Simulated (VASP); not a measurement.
Set up this calculation in VASP 6.6.1, as the native input.

```
Task                   : single point
Functional             : PBE
Potentials or basis    : VASP PAW PBE potentials, release 64 (Na_pv, S)
Cutoff                 : 500 eV
k mesh                 : 8 × 8 × 8
Occupations            : fermi-dirac, width 0.02 eV
Spin                   : no spin polarisation
Dipole correction      : no
Further INCAR settings : ALGO = Normal; EDIFF = 1e-06; NBANDS = 17
```

The structure of Na2S lies in POSCAR:

```
Na2S
1.0
    0.0000000000      3.2554374590      3.2554374590
    3.2554374590      0.0000000000      3.2554374590
    3.2554374590      3.2554374590      0.0000000000
Na S
2 1
Direct
    0.2500000000      0.2500000000      0.2500000000
    0.7500000000      0.7500000000      0.7500000000
    0.0000000000      0.0000000000      0.0000000000
```

One way to write it, as run:

INCAR

```
PREC     = Accurate       # precision mode
ENCUT    = 500            # plane-wave cutoff, eV
EDIFF    = 1E-6           # SCF threshold, eV
ISMEAR   = -1             # smearing method
SIGMA    = 0.02           # smearing width, eV
LREAL    = False          # projectors in reciprocal space
LASPH    = True           # aspherical terms in the spheres
NELM     = 120            # most SCF steps
ALGO     = Normal         # electronic algorithm
ISIF     = 2              # what is computed and relaxed
LWAVE    = False          # write WAVECAR
LCHARG   = False          # write CHGCAR
GGA      = PE             # functional
NBANDS   = 17             # bands
GGA_COMPAT= False
```

KPOINTS

```
regular mesh
0
Gamma
  8 8 8
```

Potentials or basis: VASP PAW PBE potentials, release 64 (Na_pv, S).

Command:

```console
$ cat potpaw_PBE.64/Na_pv/POTCAR potpaw_PBE.64/S/POTCAR > POTCAR
$ mpirun -np 1 vasp_std > vasp.out
```

Results of the run:

- Pressure: 0.8 GPa
- Band gap on the k mesh: 2.53 eV

Run time: 64 s on 1 thread of Intel Xeon 8259CL (shared host), peak memory 0.2 GiB.
